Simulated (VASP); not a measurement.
Write the native input for VASP 6.6.1 that does the following.

- Task: single point
- Functional: PBE
- Potentials or basis: VASP PAW PBE potentials, release 64 (Ti_sv, S)
- Cutoff: 500 eV
- k mesh: 12 × 12 × 4
- Occupations: fermi-dirac, width 0.02 eV
- Spin: no spin polarisation
- Dipole correction: no
- Further INCAR settings: ALGO = Normal; EDIFF = 1e-06; NBANDS = 19

The structure of TiS2 lies in POSCAR:

```
TiS2
1.0
    3.3935485284      0.0000000000      0.0000000000
   -1.6967742642      2.9388992345      0.0000000000
    0.0000000000      0.0000000000      5.7616750881
Ti S
1 2
Direct
    0.0000000000      0.0000000000      0.0000000000
    0.3333333333      0.6666666667      0.2451563023
    0.6666666667      0.3333333333      0.7548436977
```

This cell differs from its parent crystal: epitaxial xy strain -0.5%.

The input as run:

INCAR

```
SYSTEM = TiS2
  ALGO = Normal
  EDIFF = 1E-6
  ENCUT = 500
  GGA = PE
  GGA_COMPAT = .False.
  ISIF = 2
  ISMEAR = -1
  LASPH = .True.
  LCHARG = .False.
  LREAL = .False.
  LWAVE = .False.
  NBANDS = 19
  NELM = 120
  PREC = Accurate
  SIGMA = 0.02
```

KPOINTS

```
k-points
0
Gamma
  12 12 4
  0 0 0
```

Potentials or basis: VASP PAW PBE potentials, release 64 (Ti_sv, S).

Run with:

```console
$ cat potpaw_PBE.64/Ti_sv/POTCAR potpaw_PBE.64/S/POTCAR > POTCAR
$ mpirun -np 1 vasp_std > vasp.out
```

It gave:

```json
{
 "Pressure": "2.1 GPa",
 "Largest force": "0.119 eV/Å",
 "Band gap on the k mesh": "zero (bands 12 and 13 overlap by 0.14 eV)"
}
```

Caveat: the cell differs from its parent crystal (epitaxial xy strain -0.5%); this functional lacks dispersion, which binds layers or chains, so the pressure and a relaxed spacing across them are unreliable.

It took 31 s on 1 thread of Intel(R) Xeon(R) 6975P-C (Granite Rapids), with other jobs on the host, peak memory 0.21 GiB.
